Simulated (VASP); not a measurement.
Runs of VASP 6.6.1 on PtSe2 (Sudovikovite). The structure is that of space group P-3m1 (No. 164), or close to it. The cells are those of the table. 

```tsv
task	cell	k mesh	cutoff (eV)	smearing	gap on the mesh (eV)	pressure (GPa)	largest force (eV/Å)
single point	a = 3.724, b = 3.724, c = 5.062 Å, angles 90.0, 90.0, 120.0°, 3 atoms	6 × 6 × 4	520	gaussian 0.1 eV	(c)	5.0	0.36
relaxation of shape and atoms at fixed volume	relaxed from a = 3.680, b = 3.680, c = 5.579 Å, angles 90.0, 90.0, 120.0°, 3 atoms	12 × 12 × 6	600	gaussian 0.02 eV	(a)	1.0	-
single point	a = 3.718, b = 3.718, c = 5.816 Å, angles 90.0, 90.0, 120.0°, 3 atoms	12 × 12 × 6	520	gaussian 0.02 eV	0.57	0.1	0.01
single point	a = 3.722, b = 3.722, c = 5.455 Å, angles 90.0, 90.0, 120.0°, 3 atoms	12 × 12 × 6	520	gaussian 0.02 eV	(b)	1.0	0.01
single point	a = 3.718, b = 3.718, c = 5.816 Å, angles 90.0, 90.0, 120.0°, 3 atoms	15 × 15 × 8	520	gaussian 0.1 eV	0.59	0.1	0.01
relaxation of cell and atoms	relaxed from a = 3.718, b = 3.718, c = 5.816 Å, angles 90.0, 90.0, 120.0°, 3 atoms	12 × 12 × 6	600	gaussian 0.02 eV	0.56	0.0	-
single point	a = 3.717, b = 3.717, c = 5.830 Å, angles 90.0, 90.0, 120.0°, 3 atoms	12 × 12 × 6	520	gaussian 0.01 eV	0.58	0.1	0.01
```

Alike in all rows: level r2SCAN; potentials or basis VASP PAW PBE potentials, release 64 (Pt, Se); no spin polarisation.

Task: Estimate the missing entries.

Result: (a) 0.15; (b) 0.16; (c) none.

Caveats: the PAW data sets were made with another functional, which shifts forces and pressure a little; spin-orbit coupling is left out, which moves the levels of the heavy elements.

A k mesh can miss the band edges, and the runs leave out spin-orbit coupling on Pt, Se.
